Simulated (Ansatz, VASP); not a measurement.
**One calculation of Hf3Si2W, two programs**

```
Hf Si W
1.0
     3.82886    0.00000    0.00000
     0.00000    3.82886    0.00000
     0.00000    0.00000    7.38365
Hf Si W
3 2 1
Direct
  0.50000 0.50000 0.00000
  0.00000 0.50000 0.36277
  0.50000 0.00000 0.63723
  0.00000 0.50000 0.73722
  0.50000 0.00000 0.26278
  0.00000 0.00000 0.00000
```

Change from the starting cell: species swapped into the Zr2CuSb3 type (P-4m2, No. 115).

Alike in both runs: task relaxation of cell and atoms; functional PBE; k mesh 10 × 10 × 6; occupations gaussian, width 0.1 eV; no spin polarisation.

```csv
,VASP,Ansatz
version,VASP 6.6.1,Ansatz 0.2.0
potentials or method,"VASP PAW PBE potentials, release 64 (Hf_pv, Si, W_sv), cutoff 600 eV","scalar-relativistic, plane waves, PAW"
valence electrons in the cell,52,100
```

```tsv
	VASP	Ansatz	Ansatz less VASP
gap on the k mesh at the Fermi level, each at its own relaxed structure (eV)	none	none	-
relaxed volume (Å³/atom)	18.01	18.03	+0.024
relaxed length of the cell vector where the two differ most in proportion (Å)	3.829	3.831	+0.0017
```

A gap of «none» marks a metal or a gap that the smearing closes. VASP's potentials hold 52 valence electrons a cell and Ansatz's 100, so a difference there can come from the potentials and not from the codes.

Neither program's run includes spin-orbit coupling.
